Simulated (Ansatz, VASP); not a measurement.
MgCdTe3: VASP beside Ansatz

```
CELL_PARAMETERS angstrom
6.50191 0.00000 0.00000
-3.25096 5.63082 0.00000
0.00000 0.00000 5.50620
ATOMIC_POSITIONS crystal
Mg 0.00000 0.00000 0.50000
Cd 0.00000 0.00000 0.00000
Te 0.50000 0.00000 0.00000
Te 0.00000 0.50000 0.00000
Te 0.50000 0.50000 0.00000
```

Alike in both runs: task relaxation of cell and atoms; functional PBE; k mesh 6 × 6 × 8; occupations gaussian, width 0.1 eV; no spin polarisation.

|  | VASP | Ansatz |
| --- | --- | --- |
| version | VASP 6.6.1 | Ansatz 0.2.0 |
| potentials or method | VASP PAW PBE potentials, release 64 (Mg, Cd, Te), cutoff 600 eV | scalar-relativistic, plane waves, PAW |
| valence electrons in the cell | 32 | 78 |

Ansatz gave:

```
gap on the k mesh at the Fermi level, each at its own relaxed structure (eV) : none
relaxed volume (Å³/atom)                                                     : 39.34
relaxed length of the cell vector where the two differ most in proportion (Å)              : 5.521
```

Q: Which values does VASP return?

A: gap on the k mesh at the Fermi level, each at its own relaxed structure (eV): none; relaxed volume (Å³/atom): 39.30; relaxed length of the cell vector where the two differ most in proportion (Å): 5.517.

A gap of «none» marks a metal or a gap that the smearing closes. VASP's potentials hold 32 valence electrons a cell and Ansatz's 78, so a difference there can come from the potentials and not from the codes.

Neither program's run includes spin-orbit coupling.
